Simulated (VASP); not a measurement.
A run of VASP 6.6.1 is set up as follows.

The input INCAR:

```
SYSTEM = CdTe4
ALGO = Normal
EDIFF = 1E-6
EDIFFG = -0.01
ENCUT = 600
GGA = PE
IBRION = 2
ISIF = 3
ISMEAR = 0
LASPH = .True.
LCHARG = .False.
LREAL = .False.
LWAVE = .False.
NELM = 100
NSW = 100
PREC = Accurate
SIGMA = 0.1
```

File KPOINTS:

```
k-points
0
Gamma
  8 8 8
  0 0 0
```

The input POSCAR:

```
CdTe4
1.0
   -3.4786620872      3.4786620872      3.4786620872
    3.4786620872     -3.4786620872      3.4786620872
    3.4786620872      3.4786620872     -3.4786620872
Cd Te
1 4
Direct
    0.0000000000      0.0000000000      0.0000000000
    0.5000000000      0.5000000000      0.5000000000
    0.5000000000      0.0000000000      0.0000000000
    0.0000000000      0.0000000000      0.5000000000
    0.0000000000      0.5000000000      0.0000000000
```

Potentials or basis: VASP PAW PBE potentials, release 64 (Cd, Te).

The run is started by

```sh
$ cat potpaw_PBE.64/Cd/POTCAR potpaw_PBE.64/Te/POTCAR > POTCAR
$ mpirun -np 1 vasp_std > vasp.out
```

Q: What does it give for the band gap on the k mesh?

A: Zero (bands 18 and 19 overlap by 2.89 eV).

Final structure:
```
Cd Te
1.0
    -3.47866    3.47866    3.47866
     3.47866   -3.47866    3.47866
     3.47866    3.47866   -3.47866
Cd Te
1 4
Direct
  0.00000 0.00000 0.00000
  0.50000 0.50000 0.50000
  0.50000 0.00000 0.00000
  0.00000 0.00000 0.50000
  0.00000 0.50000 0.00000
```

Caveat: the relaxation stopped at its first step, so nothing moved; spin-orbit coupling is left out, which moves the levels of the heavy elements.
